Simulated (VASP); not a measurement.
A run of VASP 6.6.1:

INCAR

```
ALGO = Normal ; EDIFF = 1E-6
ENCUT = 500 ; GGA = PE
GGA_COMPAT = F ; ISIF = 2
ISMEAR = 0 ; LASPH = T
LCHARG = F ; LREAL = F
LWAVE = F ; NBANDS = 46
NELM = 120 ; PREC = Accurate
SIGMA = 0.1
```

The input KPOINTS:

```
k-points
0
Gamma
  6 6 6
```

Contents of POSCAR:

```
Al2Ga3P5
1.0
   -1.9485292861      1.9485292861     13.7415371056
    1.9485292861     -1.9485292861     13.7415371056
    1.9485292861      1.9485292861    -13.7415371056
Al Ga P
2 3 5
Direct
    0.8000144158      0.8000144158      0.0000000000
    0.1999855842      0.1999855842      0.0000000000
    0.5999727604      0.5999727604      0.0000000000
    0.0000000000      0.0000000000      0.0000000000
    0.4000272396      0.4000272396      0.0000000000
    0.9500234059      0.4500234059      0.5000000000
    0.3497933110      0.8497933110      0.5000000000
    0.7500000000      0.2500000000      0.5000000000
    0.1502066890      0.6502066890      0.5000000000
    0.5499765941      0.0499765941      0.5000000000
```

Potentials or basis: VASP PAW PBE potentials, release 64 (Al, Ga_d, P).

Run with:

```console
$ cat potpaw_PBE.64/Al/POTCAR potpaw_PBE.64/Ga_d/POTCAR potpaw_PBE.64/P/POTCAR > POTCAR
$ mpirun -np 1 vasp_std > vasp.out
```

Hardware: 1 thread of Intel(R) Xeon(R) Platinum 8259CL CPU @ 2.50GHz (Skylake/Cascade Lake) (shared host).

Problem. Estimate the wall time of this run.

Solution. Run time: 61 min on 1 thread of Intel(R) Xeon(R) Platinum 8259CL CPU @ 2.50GHz (Skylake/Cascade Lake) (shared host), peak memory 2 GiB. Counts: scf iterations 14, k points 30.
